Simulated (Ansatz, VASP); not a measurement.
## One calculation of Ir, two programs

```
CELL_PARAMETERS angstrom
0.00000 1.88094 1.88094
1.88094 0.00000 1.88094
1.88094 1.88094 0.00000
ATOMIC_POSITIONS crystal
Ir 0.00000 0.00000 0.00000
```

Alike in both runs: task relaxation of cell and atoms; functional PBEsol; k mesh 10 × 10 × 10; occupations gaussian, width 0.1 eV; no spin polarisation.

```csv
,VASP,Ansatz
version,VASP 6.6.1,Ansatz 0.2.0
potentials or method,"VASP PAW PBE potentials, release 64 (Ir_sv_GW), cutoff 560 eV","scalar-relativistic, plane waves, PAW"
valence electrons in the cell,17,17
```

|  | VASP | Ansatz | Ansatz less VASP |
| --- | --- | --- | --- |
| gap on the k mesh at the Fermi level, each at its own relaxed structure (eV) | none | none | - |
| relaxed volume (Å³/atom) | 13.97 | 14.07 | +0.094 |
| relaxed length of the cell vector where the two differ most in proportion (Å) | 2.703 | 2.709 | +0.0060 |

VASP's potentials were made for PBE, not for PBEsol. A gap of «none» marks a metal or a gap that the smearing closes.

Spin-orbit coupling is off throughout.
